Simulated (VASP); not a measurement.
# SnTeO4 (I422) in VASP: further runs, part 2 of 2

VASP 6.6.1. Earlier steps stand in the parts before.

### Step 3. Relaxation of cell and atoms, PBE

This run uses another cell than the first one, of 20.70 Å³/atom.

INCAR

```
  ALGO = Normal
  EDIFF = 1E-7
  EDIFFG = -0.04
  ENCUT = 600
  GGA = PE
  IBRION = 2
  ISIF = 3
  ISMEAR = 0
  LASPH = T
  LCHARG = F
  LREAL = F
  LWAVE = F
  NELM = 80
  NSW = 90
  PREC = Accurate
  SIGMA = 0.1
```

KPOINTS

```
k-points
0
Gamma
  4 4 4
```

POSCAR

```
SnTeO4
1.0
   -3.2508972200      3.2508972200      2.9380794500
    3.2508972200     -3.2508972200      2.9380794500
    3.2508972200      3.2508972200     -2.9380794500
Sn Te O
1 1 4
Direct
    0.0000000000      0.0000000000      0.0000000000
    0.5000000000      0.5000000000      0.0000000000
    0.9269653600      0.4269653600      0.8539307100
    0.5730346400      0.0730346400      0.1460692900
    0.0730346400      0.9269653600      0.5000000000
    0.4269653600      0.5730346400      0.5000000000
```

Potentials or basis: VASP PAW PBE potentials, release 64 (Sn_d, Te, O).

The run is started by

```bash
$ cat potpaw_PBE.64/Sn_d/POTCAR potpaw_PBE.64/Te/POTCAR potpaw_PBE.64/O/POTCAR > POTCAR
$ mpirun -np 1 vasp_std > vasp.out
```

OUTCAR:

```text
EDIFF = 1E-7
   EDIFFG = -0.04
   ENCUT = 600
   GGA = PE
   IBRION = 2
   ISIF = 3
   ISMEAR = 0
   LASPH = T
   LREAL = F
   NELM = 80
   NSW = 90
   PREC = Accurate

 ion  position               nearest neighbor table
   1  0.000  0.000  0.000-   4 2.81   3 2.81   5 2.81   5 2.81   6 2.81   6 2.81   3 2.81   4 2.81
                             2 2.94   2 2.94
   2  0.500  0.500  0.000-   4 2.81   3 2.81   6 2.81   6 2.81   5 2.81   5 2.81   3 2.81   4 2.81
                             1 2.94   1 2.94
   3  0.927  0.427  0.854-   2 2.81   1 2.81   1 2.81   2 2.81
   4  0.573  0.073  0.146-   2 2.81   1 2.81   1 2.81   2 2.81
   5  0.073  0.927  0.500-   2 2.81   1 2.81   1 2.81   2 2.81
   6  0.427  0.573  0.500-   1 2.81   2 2.81   2 2.81   1 2.81

  LATTYP: Found a body centered tetragonal cell.
 ALAT       =     6.5017944400
 C/A-ratio  =     0.9037749431

  Lattice vectors:

 A1 = (  -3.2508972200,   3.2508972200,   2.9380794500)
 A2 = (   3.2508972200,  -3.2508972200,   2.9380794500)
 A3 = (   3.2508972200,   3.2508972200,  -2.9380794500)

Analysis of symmetry for initial positions (statically):
=====================================================================
 Subroutine PRICEL returns:
 Original cell was already a primitive cell.

 Routine SETGRP: Setting up the symmetry group for a
 body centered tetragonal supercell.

 Subroutine GETGRP returns: Found  8 space group operations
 (whereof  8 operations were pure point group operations)
 out of a pool of 16 trial point group operations.

The static configuration has the point symmetry D_4 .

Analysis of symmetry for dynamics (positions and initial velocities):
=====================================================================
 Subroutine PRICEL returns:
 Original cell was already a primitive cell.

 Routine SETGRP: Setting up the symmetry group for a
 body centered tetragonal supercell.

 Subroutine GETGRP returns: Found  8 space group operations
 (whereof  8 operations were pure point group operations)
 out of a pool of 16 trial point group operations.

The dynamic configuration has the point symmetry D_4 .

 Subroutine INISYM returns: Found  8 space group operations
 (whereof  8 operations are pure point group operations),
 and found     1 'primitive' translations

----------------------------------------------------------------------------------------

[... 111 lines left out ...]
  Thomas-Fermi vector in A             =   2.294977
   LORBIT       =      0    0 simple, 1 ext, 2 COOP (PROOUT), +10 PAW based schemes
   GGA     = PE    functional components
   LHFCALC =     F    Hartree Fock is set to
   AEXX    =    0.0000 exact exchange contribution
   IVDW    =     0    specifies the selected vdW correction
   LEPSILON=     F    determine dielectric tensor
   LRPA    =     F    only Hartree local field effects (RPA)
 conjugate gradient relaxation of ions
 non-spin polarized calculation
 Gauss-broadening in eV      SIGMA  =   0.10
  energy-cutoff  :      600.00
  volume of cell :      124.20
 maximum number of plane-waves:      4172
 NGX is ok and might be reduce to    48
   NGX = 21   NGY = 21   NGZ = 21

--------------------------------------- Ionic step        1  -------------------------------------------

 number of electron      43.9999996 magnetization

 Free energy of the ion-electron system (eV)
  ---------------------------------------------------
  ext. energy  EPLUGINS =         0.00000000
  ---------------------------------------------------
  free energy    TOTEN  =       -22.21282247 eV

  energy without entropy =      -22.17167821  energy(sigma->0) =      -22.19225034

 E-fermi :   0.9834     XC(G=0):  -8.8059

 val. band max:        0.9498680555   @ k =  -0.2500  -0.2500   0.2500
 cond. band min:       1.0281359332   @ k =  -0.2500  -0.2500   0.2500
 fundamental gap:      0.0782678778
 Fermi energy:         0.9834297039

 k-point     1 :       0.0000    0.0000    0.0000
  band No.  band energies     occupation
      1     -20.2277      2.00000
      2     -20.1539      2.00000
      3     -20.1539      2.00000
      4     -20.1031      2.00000
      5     -20.1022      2.00000
      6     -15.0229      2.00000
[... 479 lines left out ...]
  FREE ENERGIE OF THE ION-ELECTRON SYSTEM (eV)
  ---------------------------------------------------
  free  energy   TOTEN  =       -29.6461950913 eV

  energy  without entropy=      -29.6461948694  energy(sigma->0) =      -29.64619498

[... ionic steps 4 to 7 ...]

--------------------------------------- Ionic step        8  -------------------------------------------

 number of electron      43.9999998 magnetization

------------------------ aborting loop because EDIFF is reached ----------------------------------------
[... 75 lines left out ...]
--------------------------------------- Ionic step       10  -------------------------------------------

 number of electron      43.9999999 magnetization

 Free energy of the ion-electron system (eV)
  ---------------------------------------------------
  ext. energy  EPLUGINS =         0.00000000
  ---------------------------------------------------
  free energy    TOTEN  =       -29.79465370 eV

  energy without entropy =      -29.79462740  energy(sigma->0) =      -29.79464055

 E-fermi :   7.3599     XC(G=0): -11.2985

 val. band max:        7.1525197285   @ k =   0.0000   0.0000   0.0000
 cond. band min:       7.6089188704   @ k =  -0.2500   0.2500   0.0000
 fundamental gap:      0.4563991419
 Fermi energy:         7.3598982934

 k-point     1 :       0.0000    0.0000    0.0000
  band No.  band energies     occupation
      1     -14.4832      2.00000
      2     -14.4832      2.00000
      3     -14.4383      2.00000
      4     -14.3812      2.00000
      5     -14.2508      2.00000
      6     -12.4879      2.00000
[... 399 lines left out ...]
  FREE ENERGIE OF THE ION-ELECTRON SYSTEM (eV)
  ---------------------------------------------------
  free  energy   TOTEN  =       -29.7946536981 eV

  energy  without entropy=      -29.7946274015  energy(sigma->0) =      -29.79464055

 reached required accuracy - stopping structural energy minimisation
```

OSZICAR:

```text
N       E                     dE             d eps       ncg     rms          rms(c)
DAV:   1     0.489460950541E+03    0.48946E+03   -0.22459E+04   680   0.203E+03
DAV:   2     0.428219009650E+02   -0.44664E+03   -0.43930E+03   788   0.521E+02
DAV:   3    -0.254992772098E+02   -0.68321E+02   -0.66505E+02   846   0.178E+02
[... 122 lines left out ...]
DAV:   4    -0.297946871568E+02    0.13913E-03   -0.35148E-04  1012   0.218E-01    0.631E-02
DAV:   5    -0.297946622922E+02    0.24865E-04   -0.38690E-05  1038   0.820E-02    0.841E-02
DAV:   6    -0.297946549504E+02    0.73417E-05   -0.50580E-06   974   0.208E-02    0.322E-02
DAV:   7    -0.297946537412E+02    0.12092E-05   -0.11102E-06   780   0.130E-02    0.744E-03
DAV:   8    -0.297946536981E+02    0.43091E-07   -0.71379E-08   352   0.323E-03
  10 F= -.29794654E+02 E0= -.29794641E+02  d E =-.508407E-03
```

It took 4.8 min on 1 thread of Intel Xeon 6975P-C (Granite Rapids), shared host; peak memory 0.39 GiB.

Results:

```yaml
Free_energy: -29.7947 eV
Relaxed_volume: 12.30 Å³/atom
Relaxed_cell: a = 4.592 Å, b = 4.592 Å, c = 4.592 Å, α = 112.86°, β = 112.86°, γ = 102.90°
Space_group_after_relaxing_to_0.1_Å: I422 (No. 97)
Energy_gained_by_relaxing: 1263.6 meV/atom
Ionic_steps: 10
Pressure_after_relaxing: 0.0 GPa
Largest_force_after_relaxing: 0.012 eV/Å
Band_gap_on_the_k_mesh: zero (bands 22 and 23 overlap by 0.93 eV)
```

Forces on the atoms (eV/Å):
```
Sn   0.000  0.000  0.000
Te   0.000  0.000  0.000
O    0.009  0.009  0.000
O   -0.009 -0.009  0.000
O    0.009 -0.009  0.000
O   -0.009  0.009  0.000
```

Step by step:
```csv
step,energy change (eV),largest force (eV/Å),pressure (GPa),volume (Å³)
1,0.0000,0.7746,-18.53,124.20
2,-6.4040,0.7761,-15.95,85.28
3,-7.4334,0.5696,-2.30,73.66
4,-7.4493,0.5102,1.89,71.61
5,-7.4509,0.5373,-0.03,72.50
6,-7.5026,0.4044,-0.44,72.89
7,-7.5582,0.1035,-1.30,74.01
8,-7.5813,0.0062,0.53,73.50
9,-7.5813,0.0060,0.53,73.50
10,-7.5818,0.0123,-0.04,73.80
```

Final structure:
```yaml
crystal:
  lattice:
    - [-2.53912, 2.53912, 2.86165]
    - [2.53912, -2.53912, 2.86165]
    - [2.53912, 2.53912, -2.86165]
  atoms:
    - { symbol: Sn, position: [0.00000, 0.00000, 0.00000] }
    - { symbol: Te, position: [0.50000, 0.50000, 0.00000] }
    - { symbol: O, position: [0.95148, 0.45148, 0.90296] }
    - { symbol: O, position: [0.54852, 0.04852, 0.09704] }
    - { symbol: O, position: [0.04852, 0.95148, 0.50000] }
    - { symbol: O, position: [0.45148, 0.54852, 0.50000] }
```

Caveat: the k points lie up to 0.41 Å⁻¹ apart in the final cell, too coarse for converged energies and pressures of a metal; the volume moved by over 15 % at a fixed basis, so the end points are rough; spin-orbit coupling is left out, which moves the levels of the heavy elements.

### Step 4. Single point, PBE

This run uses another cell than the first one, of 12.34 Å³/atom.

INCAR

```
SYSTEM = SnTeO4
PREC = Accurate
ENCUT = 520
EDIFF = 1E-6
ISMEAR = 0
SIGMA = 0.1
LREAL = .False.
LASPH = .True.
NELM = 80
ALGO = Normal
ISIF = 2
LWAVE = .False.
LCHARG = .False.
GGA = PE
NBANDS = 31
```

KPOINTS

```
regular mesh
0
Gamma
  10 10 10
  0 0 0
```

POSCAR

```
SnTeO4
1.0
   -2.5408628702      2.5408628702      2.8673680122
    2.5408628702     -2.5408628702      2.8673680122
    2.5408628702      2.5408628702     -2.8673680122
Sn Te O
1 1 4
Direct
    0.0000000000      0.0000000000      0.0000000000
    0.5000000000      0.5000000000      0.0000000000
    0.9536922546      0.4536922546      0.9073845092
    0.5463077454      0.0463077454      0.0926154908
    0.0463077454      0.9536922546      0.5000000000
    0.4536922546      0.5463077454      0.5000000000
```

The run is started by

```bash
$ cat potpaw_PBE.64/Sn_d/POTCAR potpaw_PBE.64/Te/POTCAR potpaw_PBE.64/O/POTCAR > POTCAR
$ mpirun -np 1 vasp_std > vasp.out
```

It took 98 s on 1 thread of Intel Xeon 6975P-C (Granite Rapids), shared host; peak memory 0.35 GiB.

It converged, with:

```
Free energy            : -29.7418 eV
Pressure               : -0.3 GPa
Largest force          : 0.008 eV/Å
Band gap on the k mesh : zero (bands 22 and 23 overlap by 0.87 eV)
```

Forces in eV/Å, atoms in the order of the input:
```
Sn   0.000  0.000  0.000
Te   0.000  0.000  0.000
O    0.006  0.006  0.000
O   -0.006 -0.006  0.000
O    0.006 -0.006  0.000
O   -0.006  0.006  0.000
```

Levels at points of the mesh, in eV from the Fermi level:
| k point | band 19 | band 20 | band 21 | band 22 | band 23 | band 24 | band 25 | band 26 |
| --- | --- | --- | --- | --- | --- | --- | --- | --- |
| (0.00, 0.00, 0.00) | -2.04 | -1.45 | -0.68 | -0.68 | -0.13 | 5.46 | 5.58 | 5.58 |
| (0.50, 0.00, 0.00) | -2.40 | -1.00 | -0.59 | -0.46 | 1.62 | 1.66 | 3.80 | 5.28 |
| (0.50, 0.50, 0.00) | -2.02 | -1.49 | -1.28 | -0.74 | 1.50 | 1.85 | 3.29 | 5.37 |
| (0.50, 0.50, 0.50) | -1.40 | -0.55 | -0.55 | 0.74 | 0.75 | 1.20 | 1.20 | 3.99 |

Caveat: spin-orbit coupling is left out, which moves the levels of the heavy elements.

### Step 5. Relaxation of cell and atoms, PBE

INCAR

```
ALGO = Normal
EDIFF = 1E-6
EDIFFG = -0.04
ENCUT = 600
GGA = PE
IBRION = 2
ISIF = 3
ISMEAR = 0
LASPH = True
LCHARG = False
LREAL = False
LWAVE = False
NELM = 60
NSW = 90
PREC = Accurate
SIGMA = 0.1
```

KPOINTS

```
k-points
0
Gamma
  6 6 6
```

POSCAR

```
SnTeO4
1.0
   -2.5430193008      2.5430193008      2.8687571754
    2.5430193008     -2.5430193008      2.8687571754
    2.5430193008      2.5430193008     -2.8687571754
Sn Te O
1 1 4
Direct
    0.0000000000      0.0000000000      0.0000000000
    0.5000000000      0.5000000000      0.0000000000
    0.9531658838      0.4531658838      0.9063317675
    0.5468341162      0.0468341162      0.0936682325
    0.0468341162      0.9531658838      0.5000000000
    0.4531658838      0.5468341162      0.5000000000
```

The run is started by

```bash
$ cat potpaw_PBE.64/Sn_d/POTCAR potpaw_PBE.64/Te/POTCAR potpaw_PBE.64/O/POTCAR > POTCAR
$ mpirun -np 1 vasp_std > vasp.out
```

Run time: 95 s. Hardware: 1 thread of Intel Xeon 6975P-C (Granite Rapids), shared host; peak memory 0.27 GiB.

It converged, with:

- Free energy: -29.7480 eV
- Relaxed volume: 12.30 Å³/atom
- Relaxed cell: a = 4.592 Å, b = 4.592 Å, c = 4.592 Å, α = 112.90°, β = 112.90°, γ = 102.82°
- Space group after relaxing (to 0.1 Å): I422 (No. 97)
- Energy gained by relaxing: 0.2 meV/atom
- Ionic steps: 3
- Pressure after relaxing: 0.0 GPa
- Largest force after relaxing: 0.010 eV/Å
- Band gap on the k mesh: zero (bands 22 and 23 overlap by 0.89 eV)

Forces in eV/Å, atoms in the order of the input:
```
Sn   0.000  0.000  0.000
Te   0.000  0.000  0.000
O    0.007  0.007  0.000
O   -0.007 -0.007  0.000
O    0.007 -0.007  0.000
O   -0.007  0.007  0.000
```

Stress tensor (GPa, compression positive):
```
-0.03  0.00  0.00
 0.00 -0.03  0.00
 0.00  0.00  0.11
```

Step by step:
| step | energy change (eV) | largest force (eV/Å) | pressure (GPa) | volume (Å³) |
| --- | --- | --- | --- | --- |
| 1 | 0.0000 | 0.0255 | -0.78 | 74.21 |
| 2 | -0.0006 | 0.0005 | 0.55 | 73.56 |
| 3 | -0.0010 | 0.0103 | 0.02 | 73.82 |

Final structure:
```
Sn Te O
1.0
    -2.53819    2.53819    2.86441
     2.53819   -2.53819    2.86441
     2.53819    2.53819   -2.86441
Sn Te O
1 1 4
Direct
  0.00000 0.00000 0.00000
  0.50000 0.50000 0.00000
  0.95327 0.45327 0.90654
  0.54673 0.04673 0.09346
  0.04673 0.95327 0.50000
  0.45327 0.54673 0.50000
```

Levels at points of the mesh, in eV from the Fermi level:
```tsv
k point	band 18	band 19	band 20	band 21	band 22	band 23	band 24	band 25	band 26
(0.00, 0.00, 0.00)	-3.23	-2.00	-1.41	-0.63	-0.63	-0.09	5.53	5.66	5.66
(0.50, 0.00, 0.00)	-2.44	-2.36	-0.94	-0.54	-0.41	1.70	1.73	3.87	5.36
(0.50, 0.50, 0.00)	-2.20	-1.97	-1.44	-1.23	-0.68	1.58	1.91	3.35	5.44
(0.50, 0.50, 0.50)	-1.68	-1.35	-0.50	-0.50	0.80	0.82	1.28	1.28	4.07
```

Caveat: spin-orbit coupling is left out, which moves the levels of the heavy elements.

### Step 6. The runs side by side

| task | cell | k mesh | cutoff (eV) | gap on the mesh (eV) | pressure (GPa) | relaxed volume (Å³/atom) | largest force (eV/Å) |
| --- | --- | --- | --- | --- | --- | --- | --- |
| single point | a = 4.600 Å, angles 112.9, 112.9, 102.8°, 6 atoms, atomic positions A | 6 × 6 × 6 | 520 | none | -0.6 | - | 0.02 |
| relaxation of cell and atoms | relaxed from a = 5.456 Å, angles 106.9, 106.9, 114.8°, 6 atoms, atomic positions B | 4 × 4 × 4 | 600 | none | 0.0 | 12.30 | 0.01 |
| single point | a = 4.597 Å, angles 112.9, 112.9, 102.8°, 6 atoms, atomic positions C | 10 × 10 × 10 | 520 | none | -0.3 | - | 0.01 |
| relaxation of cell and atoms | relaxed from a = 4.600 Å, angles 112.9, 112.9, 102.8°, 6 atoms, atomic positions A | 6 × 6 × 6 | 600 | none | 0.0 | 12.30 | 0.01 |

Alike in all rows: level PBE; potentials or basis VASP PAW PBE potentials, release 64 (Sn_d, Te, O); no spin polarisation; smearing gaussian 0.1 eV.

Caveats: some runs use coarse meshes; spin-orbit coupling is left out, which moves the levels of the heavy elements; the volume moved by over 15 % at a fixed basis, so the end points are rough (at least some runs).

Absolute energies hang on the potentials; compare differences alone.

The gap in the log of VASP goes by the Fermi energy; the results here count the filled bands.